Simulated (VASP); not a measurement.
Input of a VASP 6.6.1 run:

POSCAR

```
Cs
1.0
   -3.0225000000      3.0225000000      3.0225000000
    3.0225000000     -3.0225000000      3.0225000000
    3.0225000000      3.0225000000     -3.0225000000
Cs
1
Direct
    0.0000000000      0.0000000000      0.0000000000
```

Contents of INCAR.step1:

```
SYSTEM = Cs
PREC = Accurate
ENCUT = 600
ISMEAR = -1
SIGMA = 0.05
LREAL = .FALSE.
LASPH = .TRUE.
NELM = 80
GGA = PE
ALGO = Normal
EDIFF = 1E-4
LWAVE = .TRUE.
LCHARG = .FALSE.
```

File INCAR.step2:

```
SYSTEM = Cs
PREC = Accurate
ENCUT = 600
EDIFF = 1E-6
ISMEAR = -1
SIGMA = 0.05
LREAL = .FALSE.
LASPH = .TRUE.
NELM = 80
ALGO = Normal
ISIF = 3
LWAVE = .FALSE.
LCHARG = .FALSE.
METAGGA = R2SCAN
LMIXTAU = .TRUE.
IBRION = 2
NSW = 100
EDIFFG = -0.003
ISTART = 1
```

KPOINTS

```
Automatic mesh
0
G
  12 12 12
  0 0 0
```

Potentials or basis: VASP PAW PBE potentials, release 64 (Cs_sv).

The run is started by

```console
$ cat potpaw_PBE.64/Cs_sv/POTCAR > POTCAR
$ cp INCAR.step1 INCAR
$ mpirun -np 1 vasp_std > vasp.out
$ cp INCAR.step2 INCAR
$ mpirun -np 1 vasp_std > vasp.out
```

(1) Estimate the relaxed volume.

(2) Estimate the relaxed cell.

(3) Estimate the band gap on the k mesh.

Answers

(1) 123.15 Å³/atom.

(2) a = 5.429 Å, b = 5.429 Å, c = 5.429 Å, α = 109.47°, β = 109.47°, γ = 109.47°.

(3) zero (an odd number of electrons rules out a gap without spin polarisation).

Caveat: the PAW data sets were made with another functional, which shifts forces and pressure a little; spin-orbit coupling is left out, which moves the levels of the heavy elements.
